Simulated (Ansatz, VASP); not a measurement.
One calculation of Ge2N, two programs

The input INCAR:

```
PREC = Accurate ; ENCUT = 520
EDIFF = 1E-6 ; ISMEAR = 0
SIGMA = 0.1 ; LREAL = False
LASPH = True ; NELM = 100
ALGO = Normal ; ISIF = 2
LWAVE = False ; LCHARG = False
GGA = PE ; NBANDS = 24
```

Contents of KPOINTS:

```
Automatic mesh
0
Gamma
  6 6 6
```

File POSCAR:

```
Ge2N
1.0
    4.2903779800      0.0000000000      0.0000000000
   -2.1451889900      3.7155763200      0.0000000000
    0.0000000000      0.0000000000      3.0006282400
Ge N
2 1
Direct
    0.3333333300      0.6666666700      0.4199999900
    0.6666666700      0.3333333300      0.5800000100
    0.0000000000      0.0000000000      0.0000000000
```

Input for Ansatz:

```yaml
crystal:
  lattice:
    - [4.29037798, 0.0, 0.0]
    - [-2.14518899, 3.71557632, 0.0]
    - [0.0, 0.0, 3.00062824]
  atoms:
    - { symbol: Ge, position: [0.33333333, 0.66666667, 0.41999999] }
    - { symbol: Ge, position: [0.66666667, 0.33333333, 0.58000001] }
    - { symbol: "N", position: [0.0, 0.0, 0.0] }
basis:
  ecutwfc: 420
kpoints:
  mp_grid: { grid: [6, 6, 6] }
hamiltonian:
  xc: pbe
scf:
  occupations: { method: gaussian, width: 0.1 }
  lower_state_search: "off"
output:
  forces: true
  stress: true
  eigenvalues: true
```

Change from the starting cell: species swapped into the TmCd2 type (P-3m1, No. 164).

Alike in both runs: task single point; functional PBE; k mesh 6 × 6 × 6; occupations gaussian, width 0.1 eV; no spin polarisation.

|  | VASP | Ansatz |
| --- | --- | --- |
| version | VASP 6.6.1 | Ansatz 0.2.0 |
| potentials or method | VASP PAW PBE potentials, release 64 (Ge_d, N), cutoff 520 eV | scalar-relativistic, plane waves, PAW |
| valence electrons in the cell | 33 | 33 |

|  | VASP | Ansatz | Ansatz less VASP |
| --- | --- | --- | --- |
| gap on the k mesh at the Fermi level (eV) | none | none | - |
| pressure (GPa) | -4.8 | -4.7 | +0.02 |
| traceless stress, the component that is largest in VASP (GPa) | 3.02 | 3.05 | +0.021 |
| rms of the force components (eV/Å) | 0.270 | 0.270 | +0.0004 |

Atom by atom the forces differ by 0.000 eV/Å (rms over components). A gap of «none» marks a metal or a gap that the smearing closes.
